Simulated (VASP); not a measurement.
Write the native input for VASP 6.6.1 that does the following.

```yaml
Task: single point
Functional: PBE
Potentials_or_basis: VASP PAW PBE potentials, release 64 (Bi_d, Te)
Cutoff: 520 eV
k_mesh: 8 × 8 × 8
Occupations: fermi-dirac, width 0.02 eV
Spin: no spin polarisation
Dipole_correction: no
Further_INCAR_settings: ALGO = Normal; EDIFF = 1e-07; NBANDS = 32
```

The structure of Bi2Te3 lies in POSCAR:

```
Bi2Te3
1.0
    2.2396401186      1.2930568254     10.2213947812
   -2.2396401186      1.2930568254     10.2213947812
    0.0000000000     -2.5861136507     10.2213947812
Bi Te
2 3
Direct
    0.3986432507      0.3986432507      0.3986432507
    0.6013567493      0.6013567493      0.6013567493
    0.2133953579      0.2133953579      0.2133953579
    0.7866046421      0.7866046421      0.7866046421
    0.0000000000      0.0000000000      0.0000000000
```

This cell differs from its parent crystal: epitaxial xy strain +2.0%.

The input as run:

INCAR

```
SYSTEM = Bi2Te3
PREC = Accurate ; ENCUT = 520
EDIFF = 1E-7 ; ISMEAR = -1
SIGMA = 0.02 ; LREAL = .False.
LASPH = .True. ; NELM = 100
ALGO = Normal ; ISIF = 2
LWAVE = .False. ; LCHARG = .False.
GGA = PE ; NBANDS = 32
```

KPOINTS

```
regular mesh
0
Gamma
  8 8 8
  0 0 0
```

Potentials or basis: VASP PAW PBE potentials, release 64 (Bi_d, Te).

Command:

```console
$ cat potpaw_PBE.64/Bi_d/POTCAR potpaw_PBE.64/Te/POTCAR > POTCAR
$ mpirun -np 1 vasp_std > vasp.out
```

It gave:

The pressure is 0.7 GPa, the largest force is 0.163 eV/Å and the band gap on the k mesh is 0.26 eV.

Caveat: the cell differs from its parent crystal (epitaxial xy strain +2.0%); spin-orbit coupling is left out, which moves the levels of the heavy elements.

Run time: 21 min on 1 thread of Intel(R) Xeon(R) Platinum 8488C (Sapphire Rapids), with other jobs on the host, peak memory 1.1 GiB.
